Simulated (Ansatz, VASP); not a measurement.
## One calculation of BN, two programs

File INCAR:

```
SYSTEM = BN
PREC = Accurate
ENCUT = 520
EDIFF = 1E-6
ISMEAR = -1
SIGMA = 0.03
LREAL = .FALSE.
LASPH = .TRUE.
NELM = 100
ALGO = Normal
ISIF = 2
LWAVE = .FALSE.
LCHARG = .FALSE.
GGA = PS
NBANDS = 11
```

KPOINTS

```
Automatic mesh
0
G
  13 13 13
  0 0 0
```

Contents of POSCAR:

```
BN
1.0
    0.0000000000      1.7532750000      1.8075000000
    1.7532750000      0.0000000000      1.8075000000
    1.7532750000      1.7532750000      0.0000000000
B N
1 1
Direct
    0.0000000000      0.0000000000      0.0000000000
    0.7500000000      0.7500000000      0.7500000000
```

Input for Ansatz:

```yaml
crystal:
  lattice:
    - [0.0, 1.753275, 1.8075]
    - [1.753275, 0.0, 1.8075]
    - [1.753275, 1.753275, 0.0]
  atoms:
    - { symbol: B, position: [0.0, 0.0, 0.0] }
    - { symbol: "N", position: [0.75, 0.75, 0.75] }
kpoints:
  mp_grid: { grid: [13, 13, 13] }
  band_path:
    path:
      - [0.0, 0.0, 0.0]
      - [0.5, 0.0, 0.5]
      - [0.75, 0.25, 0.5]
      - [0.5, 0.5, 0.5]
      - [0.0, 0.0, 0.0]
      - [0.5, 0.5, 0.0]
      - [0.6323875, 0.6323875, 0.264775]
      - [0.3676125, 0.3676125, 0.735225]
      - [0.0, 0.0, 0.0]
    npoints: 5
scf:
  occupations: { method: fermi_dirac, width: 0.03 }
hamiltonian:
  xc: pbesol
  pseudopotentials: { kind: all_electron, lapw: { basis_error: 0.001 } }
output:
  forces: true
  stress: true
  eigenvalues: true
```

Change from the starting cell: equal xx and yy strain of -3 %.

Alike in both runs: task single point; functional PBEsol; k mesh 13 × 13 × 13; occupations fermi-dirac, width 0.03 eV; no spin polarisation.

```csv
,VASP,Ansatz
version,VASP 6.6.1,Ansatz 0.2.0
potentials or method,"VASP PAW PBE potentials, release 64 (B, N), cutoff 520 eV","all-electron LAPW, scalar-relativistic"
```

```tsv
	VASP	Ansatz	Ansatz less VASP
gap on the k mesh at the Fermi level (eV)	4.13	4.14	+0.010
pressure (GPa)	23.4	22.6	-0.80
traceless stress, the component that is largest in VASP (GPa)	-13.59	-13.62	-0.029
```

VASP's potentials were made for PBE, not for PBEsol. Ansatz ran all-electron here, and VASP with PAW potentials.
